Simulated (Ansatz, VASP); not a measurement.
## GaAs in VASP and in Ansatz

File INCAR:

```
SYSTEM = GaAs
ALGO = Normal
EDIFF = 1E-7
EDIFFG = -0.002
ENCUT = 500
GGA = PE
GGA_COMPAT = .False.
IBRION = 2
ISIF = 3
ISMEAR = 0
LASPH = .True.
LCHARG = .False.
LREAL = .False.
LWAVE = .False.
NELM = 120
NELMIN = 4
NSW = 100
PREC = Accurate
SIGMA = 0.02
```

KPOINTS

```
k-points
0
Gamma
  12 12 12
  0 0 0
```

Contents of POSCAR:

```
GaAs
1.0
    0.0000000000      2.8265000000      2.8265000000
    2.8265000000      0.0000000000      2.8265000000
    2.8265000000      2.8265000000      0.0000000000
Ga As
1 1
Direct
    0.0000000000      0.0000000000      0.0000000000
    0.2500000000      0.2500000000      0.2500000000
```

Input for Ansatz:

```yaml
crystal:
  lattice:
    - [0.0, 2.8265, 2.8265]
    - [2.8265, 0.0, 2.8265]
    - [2.8265, 2.8265, 0.0]
  atoms:
    - { symbol: Ga, position: [0.0, 0.0, 0.0] }
    - { symbol: As, position: [0.25, 0.25, 0.25] }
basis:
  ecutwfc: 420
kpoints:
  mp_grid: { grid: [12, 12, 12] }
hamiltonian:
  xc: pbe
  pseudopotentials: { kind: paw, azcp: { folder: soft_1 } }
scf:
  occupations: { method: gaussian, width: 0.02 }
output:
  forces: true
  stress: true
  eigenvalues: true
  write_density: true
  write_potential: true
  elf: true
  volumetric_format: npy
relax:
  adjacent_minimum: "off"
  f_tol: 0.002
  max_steps: 80
  cell: { stress_tol: 0.02 }
```

Alike in both runs: task relaxation of cell and atoms; functional PBE; k mesh 12 × 12 × 12; occupations gaussian, width 0.02 eV; no spin polarisation.

|  | VASP | Ansatz |
| --- | --- | --- |
| version | VASP 6.6.1 | Ansatz 0.2.0 |
| potentials or method | VASP PAW PBE potentials, release 64 (Ga_d, As), cutoff 500 eV | scalar-relativistic, plane waves, PAW |
| valence electrons in the cell | 18 | 28 |

VASP gave:

- gap on the k mesh at the Fermi level, each at its own relaxed structure (eV): 0.15
- relaxed volume (Å³/atom): 23.76
- relaxed cell length with the largest relative difference (Å): 4.066

Q: Estimate Ansatz's values.

A: gap on the k mesh at the Fermi level, each at its own relaxed structure (eV): 0.16; relaxed volume (Å³/atom): 23.71; relaxed cell length with the largest relative difference (Å): 4.063.

VASP's potentials hold 18 valence electrons a cell and Ansatz's 28, so a difference there can come from the potentials and not from the codes.
